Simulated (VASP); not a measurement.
# Al2Pt (P1) in VASP: single point with PBE

Aim: the single point of Al2Pt with PBE.

Program: VASP 6.6.1. These are calculated values, not measurements. Logs are shortened: lines on timing, memory, paths and dates and some standing lists are left out, and cuts for length are marked.

### Step 1. The cell of the first run

The typed cell holds 3 atoms: a = 4.179 Å, b = 4.179 Å, c = 4.179 Å, α = 60.00°, β = 60.00°, γ = 60.00°.

### Step 2. Single point, PBE (one atom moved)

The input, INCAR:

```
SYSTEM = Al2Pt
ALGO = Fast ; EDIFF = 1E-6
ENCUT = 520 ; GGA = PE
ISIF = 2 ; ISMEAR = 0
LASPH = .True. ; LCHARG = .False.
LREAL = .False. ; LWAVE = .False.
NBANDS = 15 ; NELM = 60
PREC = Accurate ; SIGMA = 0.1
```

The input, KPOINTS:

```
k-points
0
Gamma
  12 12 12
  0 0 0
```

The input, POSCAR:

```
Al2Pt
1.0
    0.0000000000      2.9550000000      2.9550000000
    2.9550000000      0.0000000000      2.9550000000
    2.9550000000      2.9550000000      0.0000000000
Al Pt
2 1
Direct
    0.2500000000      0.2500000000      0.2500000000
    0.7500000000      0.7500000000      0.7500000000
    0.0167935702     -0.0153248731      0.0313485618
```

Potentials or basis: VASP PAW PBE potentials, release 64 (Al, Pt).

Started as:

```
cat potpaw_PBE.64/Al/POTCAR potpaw_PBE.64/Pt/POTCAR > POTCAR
mpirun -np 1 vasp_std > vasp.out
```

OUTCAR:

```text
SYSTEM = Al2Pt
   EDIFF = 1E-6
   ENCUT = 520
   GGA = PE
   ISIF = 2
   ISMEAR = 0
   LASPH = .True.
   LREAL = .False.
   NELM = 60
   PREC = Accurate

 ion  position               nearest neighbor table
   1  0.250  0.250  0.250-   3 2.45   3 2.51   3 2.62   3 2.67   2 2.96   2 2.96   2 2.96   2 2.96
                             2 2.96   2 2.96
   2  0.750  0.750  0.750-   3 2.45   3 2.51   3 2.62   3 2.67   1 2.96   1 2.96   1 2.96   1 2.96
                             1 2.96   1 2.96
   3  0.017  0.985  0.031-   1 2.45   2 2.45   2 2.51   1 2.51   2 2.62   1 2.62   1 2.67   2 2.67

  LATTYP: Found a face centered cubic cell.
 ALAT       =     5.9100000000

  Lattice vectors:

 A1 = (   0.0000000000,   2.9550000000,   2.9550000000)
 A2 = (   2.9550000000,   0.0000000000,   2.9550000000)
 A3 = (   2.9550000000,   2.9550000000,   0.0000000000)

Analysis of symmetry for initial positions (statically):
=====================================================================
 Subroutine PRICEL returns:
 Original cell was already a primitive cell.

 Routine SETGRP: Setting up the symmetry group for a
 face centered cubic supercell.

 Subroutine GETGRP returns: Found  1 space group operations
 (whereof  1 operations were pure point group operations)
 out of a pool of 48 trial point group operations.

The static configuration has the point symmetry C_1 .

Analysis of symmetry for dynamics (positions and initial velocities):
=====================================================================
 Subroutine PRICEL returns:
 Original cell was already a primitive cell.

 Routine SETGRP: Setting up the symmetry group for a
 face centered cubic supercell.

 Subroutine GETGRP returns: Found  1 space group operations
 (whereof  1 operations were pure point group operations)
 out of a pool of 48 trial point group operations.

The dynamic configuration has the point symmetry C_1 .

 Subroutine INISYM returns: Found  1 space group operations
 (whereof  1 operations are pure point group operations),
 and found     1 'primitive' translations

----------------------------------------------------------------------------------------

                                     Primitive cell

  volume of cell :      51.6063

  direct lattice vectors                    reciprocal lattice vectors
     0.000000000  2.955000000  2.955000000    -0.169204738  0.169204738  0.169204738
     2.955000000  0.000000000  2.955000000     0.169204738 -0.169204738  0.169204738
     2.955000000  2.955000000  0.000000000     0.169204738  0.169204738 -0.169204738
[... 94 lines left out ...]
   POTIM  = 0.5000    time-step for ionic-motion
   TEBEG  =    0.0;   TEEND  =   0.0 temperature during run
   PSTRESS=    0.0 pullay stress
   NELECT =      16.0000    total number of electrons
   NUPDOWN=      -1.0000    fix difference up-down
   EMIN   =  10.00;   EMAX   =-10.00  energy-range for DOS
   EFERMI =   0.00;   METHOD = LEGACY
   ISMEAR =     0;   SIGMA  =   0.10  broadening in eV -4-tet -1-fermi 0-gaus
   EFERMI_NEDOS =   21; number of points for ismear=-14 and -15
   IALGO  =     68    algorithm
   IMIX   =      4    mixing-type and parameters
     AMIX     =   0.40;   BMIX     =  1.00
     AMIX_MAG =   1.60;   BMIX_MAG =  1.00
  volume/ion in A,a.u.               =      17.20       116.09
  Fermi-wavevector in a.u.,A,eV,Ry     =   1.108019  2.093853 16.703966  1.227707
  Thomas-Fermi vector in A             =   2.244541
   LORBIT       =      0    0 simple, 1 ext, 2 COOP (PROOUT), +10 PAW based schemes
   GGA     = PE    functional components
   LHFCALC =     F    Hartree Fock is set to
   AEXX    =    0.0000 exact exchange contribution
   IVDW    =     0    specifies the selected vdW correction
   LEPSILON=     F    determine dielectric tensor
   LRPA    =     F    only Hartree local field effects (RPA)
 non-spin polarized calculation
 RMM-DIIS sequential band-by-band and
 Gauss-broadening in eV      SIGMA  =   0.10
  energy-cutoff  :      520.00
  volume of cell :       51.61
 maximum number of plane-waves:      1411
   NGX = 15   NGY = 15   NGZ = 15

 number of electron      16.0000000 magnetization

 Free energy of the ion-electron system (eV)
  ---------------------------------------------------
  ext. energy  EPLUGINS =         0.00000000
  ---------------------------------------------------
  free energy    TOTEN  =       -16.14908834 eV

  energy without entropy =      -16.14330541  energy(sigma->0) =      -16.14619687

 E-fermi :   7.9359     XC(G=0): -10.6980

 val. band max:        7.9329614990   @ k =   0.3333   0.0833   0.3333
 cond. band min:       7.9530257027   @ k =   0.2500   0.2500   0.0833
 fundamental gap:      0.0200642037
 Fermi energy:         7.9359481728

 k-point     1 :       0.0000    0.0000    0.0000
  band No.  band energies     occupation
      1      -2.3270      2.00000
      2       2.8038      2.00000
      3       2.8472      2.00000
      4       2.8503      2.00000
      5       4.1619      2.00000
      6       4.1836      2.00000
      7      10.7842      0.00000
      8      11.6545      0.00000
      9      11.6568      0.00000
     10      11.7425      0.00000
     11      13.3169      0.00000
     12      13.3183      0.00000
     13      13.4114      0.00000
     14      14.2463      0.00000
[... 401 lines left out ...]
      2       1.7855      2.00000
      3       3.1542      2.00000
      4       3.1589      2.00000
      5       4.1624      2.00000
      6       4.3792      2.00000
      7       4.4039      2.00000
      8       8.9301      0.00000
      9       8.9545      0.00000
     10      11.5872      0.00000
     11      13.0521      0.00000
     12      13.1420      0.00000
     13      13.2413      0.00000
     14      17.5630      0.00000
     15      17.5770      0.00000

 [... further k-points ...]
[... 5 lines left out ...]
  --------------------------------------------------------------------------------------
  -------------------------------------------------------------------------------------
  Total        1.1926038      0.9708227      1.2230516      0.2240808      0.0207185      0.0073931
  in kB       37.0257898     30.1403342     37.9710762      6.9568522      0.6432298      0.2295276
  external PRESSURE =      35.0457334 kB  Pullay stress =       0.0000000 kB

 VOLUME and BASIS-vectors are now :
 -----------------------------------------------------------------------------
  energy-cutoff  :      520.00
  volume of cell :       51.61
      direct lattice vectors                 reciprocal lattice vectors
     0.000000000  2.955000000  2.955000000    -0.169204738  0.169204738  0.169204738
     2.955000000  0.000000000  2.955000000     0.169204738 -0.169204738  0.169204738
     2.955000000  2.955000000  0.000000000     0.169204738  0.169204738 -0.169204738

 POSITION                                       TOTAL-FORCE (eV/Angst)
 -----------------------------------------------------------------------------------
      1.47750      1.47750      1.47750         0.234665      0.640936      0.133523
      4.43250      4.43250      4.43250         0.213944      0.633938     -0.092098
      3.00235      0.14226      2.95934        -0.448610     -1.274874     -0.041424
 -----------------------------------------------------------------------------------
    total drift:                               -0.000531     -0.001576     -0.000048

  FREE ENERGIE OF THE ION-ELECTRON SYSTEM (eV)
  ---------------------------------------------------
  free  energy   TOTEN  =       -16.1490883391 eV

  energy  without entropy=      -16.1433054070  energy(sigma->0) =      -16.14619687
```

It took 7.2 min on 1 thread of Intel Xeon Platinum 8259CL at 2.50GHz (Skylake/Cascade Lake), shared host; peak memory 0.73 GiB.

What came out:

| Quantity | Value |
| --- | --- |
| Free energy | -16.1491 eV |
| Pressure | 3.5 GPa |
| Largest force | 1.352 eV/Å |
| Band gap on the k mesh | zero (bands 8 and 9 overlap by 5.32 eV) |

Forces on the atoms (eV/Å):
```
Al   0.235  0.641  0.134
Al   0.214  0.634 -0.092
Pt  -0.449 -1.275 -0.041
```

Levels at points of the mesh, in eV from the Fermi level:
```csv
k point,band 6,band 7,band 8,band 9,band 10,band 11
"(0.00, 0.00, 0.00)",-3.75,2.85,3.72,3.72,3.81,5.38
"(0.50, 0.00, 0.00)",-3.55,-3.54,1.01,1.03,3.59,5.12
"(0.00, 0.50, 0.00)",-3.55,-3.54,1.01,1.03,3.59,5.12
"(0.00, 0.00, 0.50)",-3.56,-3.53,0.99,1.02,3.65,5.12
"(0.50, 0.50, 0.50)",-3.56,-3.53,0.99,1.02,3.66,5.12
"(0.50, 0.50, 0.00)",-3.54,-3.26,-1.64,-1.56,3.07,3.33
"(0.00, 0.50, 0.50)",-3.53,-3.27,-1.64,-1.57,3.07,3.33
"(0.50, 0.00, 0.50)",-3.43,-3.28,-1.61,-1.60,3.06,3.31
```

Caveat: the cell differs from its parent crystal (one atom moved); the cell stands under pressure; spin-orbit coupling is left out, which moves the levels of the heavy elements; forces of over 1 eV/Å act on the atoms, so gaps and moduli don't describe the material at rest.
